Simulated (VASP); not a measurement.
A run of VASP 6.6.1 is set up as follows.

File INCAR:

```
SYSTEM = Sn
PREC     = Accurate       ! precision mode
ENCUT    = 520            ! plane-wave cutoff, eV
EDIFF    = 1E-6           ! SCF threshold, eV
ISMEAR   = -1             ! smearing method
SIGMA    = 0.05           ! smearing width, eV
LREAL    = .FALSE.        ! projectors in reciprocal space
LASPH    = .TRUE.         ! aspherical terms in the spheres
NELM     = 150            ! most SCF steps
ALGO     = Normal         ! electronic algorithm
ISIF     = 2              ! what is computed and relaxed
LWAVE    = .FALSE.        ! write WAVECAR
LCHARG   = .TRUE.         ! write CHGCAR
LNONCOLLINEAR= .TRUE.         ! non-collinear magnetism
MAGMOM   = 0 0 0          ! initial moments
LORBIT   = 11             ! projections on sites
LSORBIT  = .TRUE.         ! spin-orbit coupling
GGA_COMPAT= .FALSE.      
LORBMOM  = .TRUE.       
GGA      = PS             ! functional
LVHAR    = .TRUE.       
NBANDS   = 25             ! bands
```

The input KPOINTS:

```
regular mesh
0
G
  10 10 10
  0 0 0
```

POSCAR

```
Sn
1.0
   -2.0291894110      2.0291894110      1.6607599896
    2.0291894110     -2.0291894110      1.6607599896
    2.0291894110      2.0291894110     -1.6607599896
Sn
1
Direct
    0.0000000000      0.0000000000      0.0000000000
```

Potentials or basis: VASP PAW PBE potentials, release 64 (Sn_d).

Launch:

```bash
$ cat potpaw_PBE.64/Sn_d/POTCAR > POTCAR
$ mpirun -np 1 vasp_ncl > vasp.out
```

(1) Estimate the net moment.

(2) Predict the pressure.

## Answers

(1) 0.00 μB per cell.

(2) -2.0 GPa.

Caveat: the PAW data sets were made with another functional, which shifts forces and pressure a little.
